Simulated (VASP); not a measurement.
Here is a VASP 6.6.1 calculation.

INCAR

```
SYSTEM = Au
ALGO     = Normal         ! electronic algorithm
EDIFF    = 1E-7           ! SCF threshold, eV
ENCUT    = 520            ! plane-wave cutoff, eV
GGA      = CA             ! functional
ISIF     = 2              ! what is computed and relaxed
ISMEAR   = 0              ! smearing method
LASPH    = .True.         ! aspherical terms in the spheres
LCHARG   = .False.        ! write CHGCAR
LREAL    = .False.        ! projectors in reciprocal space
LWAVE    = .False.        ! write WAVECAR
NBANDS   = 12             ! bands
NELM     = 80             ! most SCF steps
PREC     = Accurate       ! precision mode
SIGMA    = 0.1            ! smearing width, eV
```

KPOINTS

```
k-points
0
Gamma
  8 8 8
  0 0 0
```

File POSCAR:

```
Au
1.0
    0.0000000000      2.0287962959      2.0287962959
    2.0287962959      0.0000000000      2.0287962959
    2.0287962959      2.0287962959      0.0000000000
Au
1
Direct
    0.0000000000      0.0000000000      0.0000000000
```

Potentials or basis: VASP PAW LDA potentials, release 64 (Au).

Launch:

```sh
$ cat potpaw_LDA.64/Au/POTCAR > POTCAR
$ mpirun -np 1 vasp_std > vasp.out
```

(1) Predict the pressure.

## Answers

(1) 0.1 GPa.
